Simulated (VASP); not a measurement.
Input of a VASP 6.6.1 run:

File INCAR:

```
PREC     = Accurate       # precision mode
ENCUT    = 600            # plane-wave cutoff, eV
EDIFF    = 1E-7           # SCF threshold, eV
ISMEAR   = 0              # smearing method
SIGMA    = 0.1            # smearing width, eV
LREAL    = F              # projectors in reciprocal space
LASPH    = T              # aspherical terms in the spheres
NELM     = 150            # most SCF steps
ALGO     = Normal         # electronic algorithm
ISIF     = 3              # what is computed and relaxed
LWAVE    = F              # write WAVECAR
LCHARG   = F              # write CHGCAR
ISPIN    = 2              # spin polarisation
MAGMOM   = 1.84 1.84      # initial moments
LORBIT   = 11             # projections on sites
LMAXMIX  = 4              # l up to which the mixer works
GGA      = PE             # functional
IBRION   = 2              # ionic algorithm
NSW      = 90             # ionic steps
EDIFFG   = -0.04          # ionic threshold
```

File KPOINTS:

```
Automatic mesh
0
Gamma
  9 9 4
```

File POSCAR:

```
Co
1.0
    2.4873648738      0.0000000000      0.0000000000
   -1.2436824369      2.1541211692      0.0000000000
    0.0000000000      0.0000000000      4.0632895034
Co
2
Direct
    0.6666666700      0.3333333300      0.2598610000
    0.3333333300      0.6666666700      0.7401390000
```

Potentials or basis: VASP PAW PBE potentials, release 64 (Co).

Run with:

```console
$ cat potpaw_PBE.64/Co/POTCAR > POTCAR
$ mpirun -np 1 vasp_std > vasp.out
```

Task: What does it give for the site moments?

Result: Co +1.57 μB.

Task: Predict the relaxed volume.

Result: 10.76 Å³/atom.

Forces on the atoms (eV/Å):
```
Co   0.000  0.000  0.015
Co   0.000  0.000 -0.015
```

Caveat: the k points lie up to 0.39 Å⁻¹ apart in the final cell.
